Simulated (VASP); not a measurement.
Set up this calculation in VASP 6.6.1, as the native input.

```yaml
Task: electric field gradients
Functional: PBE
Dispersion: D3(BJ)
Potentials_or_basis: VASP PAW PBE potentials, release 64 (As)
Cutoff: 520 eV
k_mesh: 12 × 12 × 10
Occupations: fermi-dirac, width 0.15 eV
Spin: no spin polarisation
Dipole_correction: no
Further_INCAR_settings: ALGO = Normal; EDIFF = 1e-08; NBANDS = 18
```

The structure of As lies in POSCAR:

```
As
1.0
    1.8643743148     -5.4219132809      0.0000000000
    1.8643743148      5.4219132809      0.0000000000
    0.0000000000      0.0000000000      4.2882141827
As
4
Direct
    0.1128210598      0.8871789402      0.0548461609
    0.6128210598      0.3871789402      0.4451538391
    0.8871789402      0.1128210598      0.9451538391
    0.3871789402      0.6128210598      0.5548461609
```

These files were run (other wordings do the same):

INCAR

```
SYSTEM = As
PREC     = Accurate       ! precision mode
ENCUT    = 520            ! plane-wave cutoff, eV
EDIFF    = 1E-8           ! SCF threshold, eV
ISMEAR   = -1             ! smearing method
SIGMA    = 0.15           ! smearing width, eV
LREAL    = .FALSE.        ! projectors in reciprocal space
LASPH    = .TRUE.         ! aspherical terms in the spheres
NELM     = 100            ! most SCF steps
ALGO     = Normal         ! electronic algorithm
ISIF     = 2              ! what is computed and relaxed
LWAVE    = .FALSE.        ! write WAVECAR
LCHARG   = .FALSE.        ! write CHGCAR
GGA      = PE             ! functional
IVDW     = 12             ! dispersion correction
LEFG     = .TRUE.       
NBANDS   = 18             ! bands
```

KPOINTS

```
Automatic mesh
0
G
  12 12 10
  0 0 0
```

Potentials or basis: VASP PAW PBE potentials, release 64 (As).

Command:

```console
$ cat potpaw_PBE.64/As/POTCAR > POTCAR
$ mpirun -np 1 vasp_std > vasp.out
```

It gave:

- Pressure: 0.3 GPa
- Largest force: 0.060 eV/Å
- Band gap on the k mesh: zero (band 10 reaches 5.30 eV, above the bottom of band 11 at 4.85 eV)
- Dispersion energy per atom: -0.416 eV

Caveat: without QUAD_EFG the Cq values of the log hold for a quadrupole moment of 1 mb, not for the nuclei; pairwise dispersion overbinds metals, which lowers pressure and volume.

Run time: 7.3 min on 1 thread of Intel Xeon 6975P-C, on a shared host, peak memory 0.48 GiB.
